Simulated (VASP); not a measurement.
Set up this calculation in VASP 6.6.1, as the native input.

| Item | Value |
| --- | --- |
| Task | single point |
| Functional | PBE |
| Potentials or basis | VASP PAW PBE potentials, release 64 (Al, Ni) |
| Cutoff | 520 eV |
| k mesh | 16 × 16 × 16 |
| Occupations | gaussian, width 0.15 eV |
| Spin | no spin polarisation |
| Dipole correction | no |
| Further INCAR settings | ALGO = Fast; EDIFF = 1e-07; NBANDS = 14 |

The structure of AlNi lies in POSCAR:

```
AlNi
1.0
    2.8927237805      0.0000000000      0.0000000000
    0.0000000000      2.8927237805      0.0000000000
    0.0000000000      0.0000000000      2.8927237805
Al Ni
1 1
Direct
   -0.0276555959     -0.0069138990      0.0000000000
    0.5127133634      0.5031783409      0.5000000000
```

This cell differs from its parent crystal: atoms displaced along a vibrational mode.

These files were run (other wordings do the same):

INCAR

```
  ALGO = Fast
  EDIFF = 1E-7
  ENCUT = 520
  GGA = PE
  ISIF = 2
  ISMEAR = 0
  LASPH = True
  LCHARG = False
  LREAL = False
  LWAVE = False
  NBANDS = 14
  NELM = 100
  PREC = Accurate
  SIGMA = 0.15
```

KPOINTS

```
k-points
0
Gamma
  16 16 16
```

Potentials or basis: VASP PAW PBE potentials, release 64 (Al, Ni).

Command:

```bash
$ cat potpaw_PBE.64/Al/POTCAR potpaw_PBE.64/Ni/POTCAR > POTCAR
$ mpirun -np 1 vasp_std > vasp.out
```

Results of the run:

```json
{"Pressure": "1.0 GPa", "Largest force": "0.690 eV/Å", "Band gap on the k mesh": "zero (an odd number of electrons rules out a gap without spin polarisation)"}
```

Caveat: the cell differs from its parent crystal (atoms displaced along a vibrational mode).

It took 4.5 min on 1 thread of Intel(R) Xeon(R) Platinum 8259CL CPU @ 2.50GHz (Skylake/Cascade Lake), on a shared host, peak memory 0.49 GiB.
